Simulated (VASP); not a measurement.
# SnTe (Fmm2) in VASP: notebook, part 2 of 2

VASP 6.6.1. The steps go on from the part before.

### 3 Single point, LDA (atoms displaced along a vibrational mode, the cell strained)

Contents of INCAR:

```
SYSTEM = SnTe
ALGO = Normal ; EDIFF = 1E-6
ENCUT = 520 ; ISIF = 2
ISMEAR = 0 ; LASPH = .True.
LCHARG = .True. ; LELF = .True.
LREAL = .False. ; LVHAR = .True.
LWAVE = .False. ; NBANDS = 17
NELM = 100 ; PREC = Accurate
SIGMA = 0.03
```

Contents of KPOINTS:

```
k-points
0
Gamma
  10 10 10
  0 0 0
```

Contents of POSCAR:

```
SnTe
1.0
    0.0000000000      3.0457404333      3.2641954759
    3.0457404333      0.0000000000      3.2641954759
    3.0457404333      3.0457404333      0.0000000000
Sn Te
1 1
Direct
    0.0181654424     -0.0181654424     -0.0181654424
    0.4831001593      0.5168998407      0.5168998407
```

Potentials or basis: VASP PAW LDA potentials, release 64 (Sn_d, Te).

The run is started by

```bash
> cat potpaw_LDA.64/Sn_d/POTCAR potpaw_LDA.64/Te/POTCAR > POTCAR
> mpirun -np 1 vasp_std > vasp.out
```

OUTCAR:

```text
SYSTEM = SnTe
   EDIFF = 1E-6
   ENCUT = 520
   ISIF = 2
   ISMEAR = 0
   LASPH = .True.
   LREAL = .False.
   NELM = 100
   PREC = Accurate

 ion  position               nearest neighbor table
   1  0.018  0.982  0.982-   2 2.83   2 3.05   2 3.05   2 3.26   2 3.27   2 3.27
   2  0.483  0.517  0.517-   1 2.83   1 3.05   1 3.05   1 3.26   1 3.27   1 3.27

  LATTYP: Found a body centered tetragonal cell.
 ALAT       =     4.3073274282
 C/A-ratio  =     1.5156477098

  Lattice vectors:

 A1 = (  -3.0457404333,   0.0000000000,   3.2641954759)
 A2 = (   3.0457404333,   0.0000000000,   3.2641954759)
 A3 = (   0.0000000000,   3.0457404333,  -3.2641954759)

Analysis of symmetry for initial positions (statically):
=====================================================================
 Subroutine PRICEL returns:
 Original cell was already a primitive cell.

 Routine SETGRP: Setting up the symmetry group for a
 body centered tetragonal supercell.

 Subroutine GETGRP returns: Found  4 space group operations
 (whereof  4 operations were pure point group operations)
 out of a pool of 16 trial point group operations.

The static configuration has the point symmetry C_2v.

Analysis of symmetry for dynamics (positions and initial velocities):
=====================================================================
 Subroutine PRICEL returns:
 Original cell was already a primitive cell.

 Routine SETGRP: Setting up the symmetry group for a
 body centered tetragonal supercell.

 Subroutine GETGRP returns: Found  4 space group operations
 (whereof  4 operations were pure point group operations)
 out of a pool of 16 trial point group operations.

The dynamic configuration has the point symmetry C_2v.

 Subroutine INISYM returns: Found  4 space group operations
 (whereof  4 operations are pure point group operations),
 and found     1 'primitive' translations

----------------------------------------------------------------------------------------

                                     Primitive cell

  volume of cell :      60.5608

  direct lattice vectors                    reciprocal lattice vectors
     0.000000000  3.045740433  3.264195476    -0.164163694  0.164163694  0.153177101
     3.045740433  0.000000000  3.264195476     0.164163694 -0.164163694  0.153177101
     3.045740433  3.045740433  0.000000000     0.164163694  0.164163694 -0.153177101

  length of vectors
     4.464471625  4.464471625  4.307327428     0.278141441  0.278141441  0.278141441

  position of ions in fractional coordinates (direct lattice)
     0.018165442  0.981834558  0.981834558
     0.483100159  0.516899841  0.516899841

  ion indices of the primitive-cell ions
   primitive index   ion index
                 1           1
                 2           2

----------------------------------------------------------------------------------------

 KPOINTS: k-points

Automatic generation of k-mesh.
 Grid dimensions read from file:
 generate k-points for:   10   10   10

 Generating k-lattice:

  Cartesian coordinates                     Fractional coordinates (reciprocal lattice)
    -0.016416369  0.016416369  0.015317710     0.100000000  0.000000000  0.000000000
     0.016416369 -0.016416369  0.015317710     0.000000000  0.100000000  0.000000000
     0.016416369  0.016416369 -0.015317710     0.000000000  0.000000000  0.100000000

  Length of vectors
     0.027814144  0.027814144  0.027814144

  Shift w.r.t. Gamma in fractional coordinates (k-lattice)
     0.000000000  0.000000000  0.000000000

 Subroutine IBZKPT returns following result:
 ===========================================

 Found    171 irreducible k-points:

 Following reciprocal coordinates:
            Coordinates               Weight
  0.000000  0.000000  0.000000      1.000000
  0.100000 -0.000000  0.000000      8.000000
  0.200000 -0.000000  0.000000      8.000000
  0.300000  0.000000  0.000000      8.000000
  0.400000 -0.000000  0.000000      8.000000
  0.500000 -0.000000  0.000000      4.000000
[... 16 lines left out ...]
  0.300000  0.300000  0.000000      2.000000
  0.400000  0.300000  0.000000      8.000000
 [... further k-points ...]
   k-points           NKPTS =    171   k-points in BZ     NKDIM =    171   number of bands    NBANDS=     17
   number of dos      NEDOS =    301   number of ions     NIONS =      2
   total plane-waves  NPLWV =  41472
   dimension x,y,z NGX =    36 NGY =   36 NGZ =   32
   dimension x,y,z NGXF=    72 NGYF=   72 NGZF=   64
   ions per type =               1   1
   NGX,Y,Z   is equivalent  to a cutoff of  13.41, 13.41, 12.35 a.u.
   NGXF,Y,Z  is equivalent  to a cutoff of  26.81, 26.81, 24.70 a.u.
 SYSTEM =  SnTe
   PREC   = accura    normal or accurate (medium, high low for compatibility)
   ISTART =      0    job   : 0-new  1-cont  2-samecut
   ICHARG =      2    charge: 1-file 2-atom 10-const
   ISPIN  =      1    spin polarized calculation?
   LNONCOLLINEAR =      F non collinear calculations
   LSORBIT =      F    spin-orbit coupling
   LASPH  =      T    aspherical Exc in radial PAW
   ENCUT  =  520.0 eV  38.22 Ry    6.18 a.u.   8.30  8.30  8.01*2*pi/ulx,y,z
   NELM   =    100;   NELMIN=  2; NELMDL= -5     # of ELM steps
   EDIFF  = 0.1E-05   stopping-criterion for ELM
   LREAL  =      F    real-space projection
   EDIFFG = 0.1E-04   stopping-criterion for IOM
   NSW    =      0    number of steps for IOM
   IBRION =     -1    ionic relax: 0-MD 1-quasi-New 2-CG
   NFREE  =      0    steps in history (QN), initial steepest desc. (CG)
   ISIF   =      2    stress and relaxation
   ISYM   =      2    0-nonsym 1-usesym 2-fastsym
   POTIM  = 0.5000    time-step for ionic-motion
   TEBEG  =    0.0;   TEEND  =   0.0 temperature during run
   PSTRESS=    0.0 pullay stress
   NELECT =      20.0000    total number of electrons
   NUPDOWN=      -1.0000    fix difference up-down
   EMIN   =  10.00;   EMAX   =-10.00  energy-range for DOS
   EFERMI =   0.00;   METHOD = LEGACY
   ISMEAR =     0;   SIGMA  =   0.03  broadening in eV -4-tet -1-fermi 0-gaus
   EFERMI_NEDOS =   21; number of points for ismear=-14 and -15
   IALGO  =     38    algorithm
   IMIX   =      4    mixing-type and parameters
     AMIX     =   0.40;   BMIX     =  1.00
     AMIX_MAG =   1.60;   BMIX_MAG =  1.00
  volume/ion in A,a.u.               =      30.28       204.34
  Fermi-wavevector in a.u.,A,eV,Ry     =   1.131586  2.138387 17.422078  1.280487
  Thomas-Fermi vector in A             =   2.268285
   LORBIT       =      0    0 simple, 1 ext, 2 COOP (PROOUT), +10 PAW based schemes
   GGA     = CA    functional components
   LHFCALC =     F    Hartree Fock is set to
   AEXX    =    0.0000 exact exchange contribution
   IVDW    =     0    specifies the selected vdW correction
   LEPSILON=     F    determine dielectric tensor
   LRPA    =     F    only Hartree local field effects (RPA)
 non-spin polarized calculation
 Gauss-broadening in eV      SIGMA  =   0.03
  energy-cutoff  :      520.00
  volume of cell :       60.56
 maximum number of plane-waves:      1646
 NGX is ok and might be reduce to    36
   NGX = 17   NGY = 17   NGZ = 17

 number of electron      20.0000001 magnetization

 Free energy of the ion-electron system (eV)
  ---------------------------------------------------
  ext. energy  EPLUGINS =         0.00000000
  ---------------------------------------------------
  free energy    TOTEN  =        -8.71882367 eV

  energy without entropy =       -8.71882360  energy(sigma->0) =       -8.71882364

 E-fermi :   7.1364     XC(G=0):  -9.8666

 val. band max:        7.0536828959   @ k =  -0.2000   0.2000   0.0000
 cond. band min:       7.2226497258   @ k =  -0.4000   0.1000   0.2000
 fundamental gap:      0.1689668299
 Fermi energy:         7.1364197919

 k-point     1 :       0.0000    0.0000    0.0000
  band No.  band energies     occupation
      1     -14.6353      2.00000
      2     -14.6165      2.00000
      3     -14.6127      2.00000
      4     -14.6104      2.00000
      5     -14.5952      2.00000
      6      -5.9986      2.00000
[... 9 lines left out ...]
     16      12.2073      0.00000
     17      13.2114      0.00000
[... 441 lines left out ...]
 k-point    24 :       0.4000    0.3000    0.0000
  band No.  band energies     occupation
      1     -14.6482      2.00000
      2     -14.6110      2.00000
      3     -14.6081      2.00000
      4     -14.6020      2.00000
      5     -14.5972      2.00000
      6      -4.9389      2.00000
[... 9 lines left out ...]
     16      16.2933      0.00000
     17      16.7569      0.00000

 [... further k-points ...]

------------------------ aborting loop because EDIFF is reached ----------------------------------------

  FORCE on cell =-STRESS in cart. coord.  units (eV):
  Direction    XX          YY          ZZ          XY          YZ          ZX
  --------------------------------------------------------------------------------------
  -------------------------------------------------------------------------------------
  Total        2.1565527      1.4484294     -1.8538736      0.0000000      0.0000000      0.0000000
  in kB       57.0530303     38.3191610    -49.0454542      0.0000000      0.0000000      0.0000000
  external PRESSURE =      15.4422457 kB  Pullay stress =       0.0000000 kB

 VOLUME and BASIS-vectors are now :
 -----------------------------------------------------------------------------
  energy-cutoff  :      520.00
  volume of cell :       60.56
      direct lattice vectors                 reciprocal lattice vectors
     0.000000000  3.045740433  3.264195476    -0.164163694  0.164163694  0.153177101
     3.045740433  0.000000000  3.264195476     0.164163694 -0.164163694  0.153177101
     3.045740433  3.045740433  0.000000000     0.164163694  0.164163694 -0.153177101

 POSITION                                       TOTAL-FORCE (eV/Angst)
 -----------------------------------------------------------------------------------
      5.98083      3.04574      3.26420         0.440507      0.000000      0.000000
      3.14869      3.04574      3.26420        -0.440507      0.000000      0.000000
 -----------------------------------------------------------------------------------
    total drift:                               -0.000108      0.000005     -0.000027

  FREE ENERGIE OF THE ION-ELECTRON SYSTEM (eV)
  ---------------------------------------------------
  free  energy   TOTEN  =        -8.7188236731 eV

  energy  without entropy=       -8.7188236045  energy(sigma->0) =       -8.71882364
```

OSZICAR:

```text
N       E                     dE             d eps       ncg     rms          rms(c)
DAV:   1     0.125831917930E+03    0.12583E+03   -0.95158E+03  5866   0.140E+03
DAV:   2     0.320194227645E+01   -0.12263E+03   -0.11934E+03  6210   0.337E+02
DAV:   3    -0.841966909426E+01   -0.11622E+02   -0.11503E+02  7272   0.912E+01
DAV:   4    -0.876557948469E+01   -0.34591E+00   -0.34557E+00  6869   0.162E+01
DAV:   5    -0.877892975969E+01   -0.13350E-01   -0.13350E-01  8714   0.313E+00    0.545E+00
DAV:   6    -0.872676701635E+01    0.52163E-01   -0.91149E-02  7934   0.217E+00    0.342E+00
DAV:   7    -0.871979352724E+01    0.69735E-02   -0.43332E-02  7629   0.116E+00    0.595E-01
DAV:   8    -0.871879840499E+01    0.99512E-03   -0.70170E-03  7442   0.638E-01    0.181E-01
DAV:   9    -0.871882955761E+01   -0.31153E-04   -0.49514E-04  7189   0.171E-01    0.448E-02
DAV:  10    -0.871882303366E+01    0.65239E-05   -0.41302E-05  7616   0.506E-02    0.212E-02
DAV:  11    -0.871882367314E+01   -0.63948E-06   -0.93442E-06  7741   0.262E-02
   1 F= -.87188237E+01 E0= -.87188236E+01  d E =-.686411E-07
```

It took 1.9 min on 1 thread of AMD EPYC 7R13 (Zen 3), shared host; peak memory 0.27 GiB.

What came out:

```yaml
Free_energy: -8.7188 eV
Pressure: 1.5 GPa
Largest_force: 0.441 eV/Å
Band_gap_on_the_k_mesh: 0.17 eV (least direct gap 0.53 eV)
```

Forces in eV/Å, atoms in the order of the input:
```
Sn   0.441  0.000  0.000
Te  -0.441  0.000  0.000
```

Stress tensor (GPa, compression positive):
```
 5.71  0.00  0.00
 0.00  3.83  0.00
 0.00  0.00 -4.90
```

Caveat: the cell differs from its parent crystal (atoms displaced along a vibrational mode, the cell strained); spin-orbit coupling is left out, which moves the levels of the heavy elements. A k mesh can miss the band edges.
